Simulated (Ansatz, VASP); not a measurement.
Two plane-wave programs on Ga2Cl3

File INCAR:

```
PREC     = Accurate       # precision mode
ENCUT    = 600            # plane-wave cutoff, eV
EDIFF    = 1E-7           # SCF threshold, eV
ISMEAR   = 0              # smearing method
SIGMA    = 0.1            # smearing width, eV
LREAL    = F              # projectors in reciprocal space
LASPH    = T              # aspherical terms in the spheres
NELM     = 80             # most SCF steps
ALGO     = Normal         # electronic algorithm
ISIF     = 3              # what is computed and relaxed
LWAVE    = F              # write WAVECAR
LCHARG   = F              # write CHGCAR
GGA      = PE             # functional
IBRION   = 2              # ionic algorithm
NSW      = 90             # ionic steps
EDIFFG   = -0.04          # ionic threshold
```

File KPOINTS:

```
regular mesh
0
Gamma
  6 6 4
```

File POSCAR:

```
Ga2Cl3
1.0
    4.3425317317      0.0000000000      0.0000000000
   -2.1712658658      3.7607427963      0.0000000000
    0.0000000000      0.0000000000      6.7562739886
Ga Cl
2 3
Direct
    0.3333333333      0.6666666667      0.2450000000
    0.6666666667      0.3333333333      0.7550000000
    0.0000000000      0.0000000000      0.0000000000
    0.3333333333      0.6666666667      0.6450000000
    0.6666666667      0.3333333333      0.3550000000
```

Input for Ansatz:

```yaml
crystal:
  lattice:
    - [4.3425317317, 0.0, 0.0]
    - [-2.1712658658, 3.7607427963, 0.0]
    - [0.0, 0.0, 6.7562739886]
  atoms:
    - { symbol: Ga, position: [0.3333333333, 0.6666666667, 0.245] }
    - { symbol: Ga, position: [0.6666666667, 0.3333333333, 0.755] }
    - { symbol: Cl, position: [0.0, 0.0, 0.0] }
    - { symbol: Cl, position: [0.3333333333, 0.6666666667, 0.645] }
    - { symbol: Cl, position: [0.6666666667, 0.3333333333, 0.355] }
basis:
  ecutwfc: 420
kpoints:
  mp_grid: { grid: [6, 6, 4] }
hamiltonian:
  xc: pbe
scf:
  occupations: { method: gaussian, width: 0.1 }
  lower_state_search: "off"
output:
  forces: true
  stress: true
  eigenvalues: true
relax:
  adjacent_minimum: "off"
  f_tol: 0.04
  max_steps: 70
  cell: { stress_tol: 0.4 }
```

Alike in both runs: task relaxation of cell and atoms; functional PBE; k mesh 6 × 6 × 4; occupations gaussian, width 0.1 eV; no spin polarisation.

```csv
,VASP,Ansatz
version,VASP 6.6.1,Ansatz 0.2.0
potentials or method,"VASP PAW PBE potentials, release 64 (Ga_d, Cl), cutoff 600 eV","scalar-relativistic, plane waves, PAW"
valence electrons in the cell,47,47
```

|  | VASP | Ansatz | Ansatz less VASP |
| --- | --- | --- | --- |
| gap on the k mesh at the Fermi level, each at its own relaxed structure (eV) | none | none | - |
| relaxed volume (Å³/atom) | 28.69 | 27.30 | -1.390 |
| relaxed length of the cell vector where the two differ most in proportion (Å) | 9.624 | 9.184 | -0.4401 |

A gap of «none» marks a metal or a gap that the smearing closes.

Noted on VASP's run: the volume moved by over 15 % at a fixed basis, so the end points are rough.
